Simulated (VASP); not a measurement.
**ZnAu: single point with PBE**

Crystal: ZnAu.

```xyz
2
Lattice="3.1785 0.0000 0.0000 0.0000 3.1785 0.0000 0.0000 0.0000 3.1470" Properties=species:S:1:pos:R:3 pbc="T T T"
Zn    1.5892    1.5892    1.5735
Au    0.0000    0.0000    0.0000
```

This cell differs from its parent crystal: x and y stretched by +1 %, z held.

```json
{
 "Program": "VASP 6.6.1",
 "Task": "single point",
 "Functional": "PBE",
 "Potentials or basis": "VASP PAW PBE potentials, release 64 (Zn, Au)",
 "Cutoff": "520 eV",
 "k mesh": "13 × 13 × 13",
 "Occupations": "fermi-dirac, width 0.05 eV",
 "Spin": "no spin polarisation",
 "Dipole correction": "no",
 "Further INCAR settings": "ALGO = Normal; EDIFF = 1e-06; NBANDS = 18"
}
```

| Item | Value |
| --- | --- |
| Pressure | 2.3 GPa |
| Band gap on the k mesh | zero (an odd number of electrons rules out a gap without spin polarisation) |

Stress tensor (GPa, compression positive):
```
2.44 0.00 0.00
0.00 2.44 0.00
0.00 0.00 2.05
```

Levels at points of the mesh, in eV from the Fermi level:
```
           k point  band 8  band 9  band 10  band 11  band 12  band 13  band 14  band 15  band 16  band 17
(0.00, 0.00, 0.00)   -5.38   -3.76    -3.74    -3.74     4.84     4.84     5.13     8.56    11.89    12.02
```

Wall time 48 s on 1 thread of AMD EPYC 7R13 Processor (Zen 3), on a shared host, peak memory 0.21 GiB.

Caveat: the cell differs from its parent crystal (x and y stretched by +1 %, z held); spin-orbit coupling is left out, which moves the levels of the heavy elements.
